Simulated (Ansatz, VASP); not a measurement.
# C: VASP beside Ansatz

File INCAR:

```
ALGO = Normal
EDIFF = 1E-7
ENCUT = 520
GGA = PE
ISIF = 2
ISMEAR = -1
LASPH = True
LCHARG = False
LREAL = False
LWAVE = False
NBANDS = 16
NELM = 100
PREC = Accurate
SIGMA = 0.05
```

Contents of KPOINTS:

```
k-points
0
Gamma
  15 15 4
```

The input POSCAR:

```
C
1.0
    2.4665665061      0.0000000000      0.0000000000
   -1.2332832531      2.1361092544      0.0000000000
    0.0000000000      0.0000000000      8.5267424969
C
4
Direct
    1.0000000000      1.0000000000      0.2500000000
    0.0000000000      0.0000000000      0.7500000000
    0.3333333333      0.6666666667      0.2500000000
    0.6666666667      0.3333333333      0.7500000000
```

Input for Ansatz:

```yaml
crystal:
  lattice:
    - [2.4665665061, 0.0, 0.0]
    - [-1.2332832531, 2.1361092544, 0.0]
    - [0.0, 0.0, 8.5267424969]
  atoms:
    - { symbol: C, position: [1.0, 1.0, 0.25] }
    - { symbol: C, position: [0.0, 0.0, 0.75] }
    - { symbol: C, position: [0.3333333333, 0.6666666667, 0.25] }
    - { symbol: C, position: [0.6666666667, 0.3333333333, 0.75] }
hamiltonian:
  xc: pbe
  pseudopotentials:
    kind: paw
    azcp:
      C: "pseudopotentials/C.paw.azcp"
basis:
  ecutwfc: 420
  fft_grid_basis: typed
kpoints:
  mp_grid: { grid: [15, 15, 4], shift: [0, 0, 0] }
magnetization:
  spin_polarized: false
scf:
  occupations: { method: fermi_dirac, width: 0.05 }
  lower_state_search: "off"
output:
  stress: true
```

Alike in both runs: task single point; functional PBE; k mesh 15 × 15 × 4; occupations fermi-dirac, width 0.05 eV; no spin polarisation.

|  | VASP | Ansatz |
| --- | --- | --- |
| version | VASP 6.6.1 | Ansatz 0.2.0 |
| potentials or method | VASP PAW PBE potentials, release 64 (C), cutoff 520 eV | plane waves (420 eV) with PAW, scalar-relativistic |
| valence electrons in the cell | 16 | 16 |

|  | VASP | Ansatz | Ansatz less VASP |
| --- | --- | --- | --- |
| pressure (GPa) | 0.4 | 0.0 | -0.35 |
| traceless stress, the component that is largest in VASP (GPa) | -0.39 | 0.02 | +0.411 |

With one functional, cell and mesh, what is left measures potentials, basis and numerics.
